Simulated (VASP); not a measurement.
Input of a VASP 6.6.1 run:

Contents of POSCAR:

```
AlRuF4
1.0
    3.4062210000      0.0000000000      0.0000000000
    0.0000000000      3.4062210000      0.0000000000
    0.0000000000      0.0000000000      5.9935410000
Ru Al F
1 1 4
Direct
    0.5000000000      0.5000000000      0.5000000000
    0.0000000000      0.0000000000      0.0000000000
    0.5000000000      0.0000000000      0.0000000000
    0.0000000000      0.5000000000      0.0000000000
    0.0000000000      0.0000000000      0.3011105969
    0.0000000000      0.0000000000      0.6988894031
```

The input INCAR.step1:

```
SYSTEM = AlRuF4
PREC = Accurate
ENCUT = 520
ISMEAR = -1
SIGMA = 0.1
LREAL = .False.
LASPH = .True.
NELM = 80
NBANDS = 32
GGA = PE
ALGO = Normal
EDIFF = 1E-4
LWAVE = .True.
LCHARG = .False.
```

The input INCAR.step2:

```
SYSTEM = AlRuF4
PREC = Accurate
ENCUT = 520
EDIFF = 1E-7
ISMEAR = -1
SIGMA = 0.1
LREAL = .False.
LASPH = .True.
NELM = 80
ALGO = Normal
ISIF = 2
LWAVE = .False.
LCHARG = .False.
METAGGA = R2SCAN
LMIXTAU = .True.
NBANDS = 32
ISTART = 1
```

Contents of KPOINTS:

```
Automatic mesh
0
Gamma
  8 8 5
  0 0 0
```

Potentials or basis: VASP PAW PBE potentials, release 64 (Ru_pv, Al, F).

Launch:

```sh
$ cat potpaw_PBE.64/Ru_pv/POTCAR potpaw_PBE.64/Al/POTCAR potpaw_PBE.64/F/POTCAR > POTCAR
$ cp INCAR.step1 INCAR
$ mpirun -np 1 vasp_std > vasp.out
$ cp INCAR.step2 INCAR
$ mpirun -np 1 vasp_std > vasp.out
```

(1) Predict the pressure.

(2) What does it give for the largest force?

Answers

(1) 7.6 GPa.

(2) 0.037 eV/Å.

Caveat: the PAW data sets were made with another functional, which shifts forces and pressure a little; an odd number of electrons without spin polarisation forces a metal; a magnetic or distorted state may lie lower.
